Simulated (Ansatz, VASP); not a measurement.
## Hf in VASP and in Ansatz

```
Hf
1.0
     2.70402    0.00000    0.00000
     0.00000    2.70402    0.00000
     0.00000    0.00000    2.70402
Hf
1
Direct
  0.00000 0.00000 0.00000
```

Change from the starting cell: volume scaled by 0.84, PAW files.

Alike in both runs: task single point; functional PBEsol; k mesh 13 × 13 × 13; occupations fermi-dirac, width 0.08 eV; no spin polarisation.

|  | VASP | Ansatz |
| --- | --- | --- |
| version | VASP 6.6.1 | Ansatz 0.2.0 |
| potentials or method | VASP PAW PBE potentials, release 64 (Hf_pv) | PAW with Ansatz's default frozen-core files, scalar-relativistic |
| plane-wave cutoff (eV) | 500 | 420 |
| valence electrons in the cell | 10 | 26 |

|  | VASP | Ansatz | Ansatz less VASP |
| --- | --- | --- | --- |
| pressure (GPa) | 19.2 | 19.7 | +0.46 |

VASP's potentials were made for PBE, not for PBEsol. VASP's potentials hold 10 valence electrons a cell and Ansatz's 26, so a difference there can come from the potentials and not from the codes.

Neither program's run includes spin-orbit coupling.
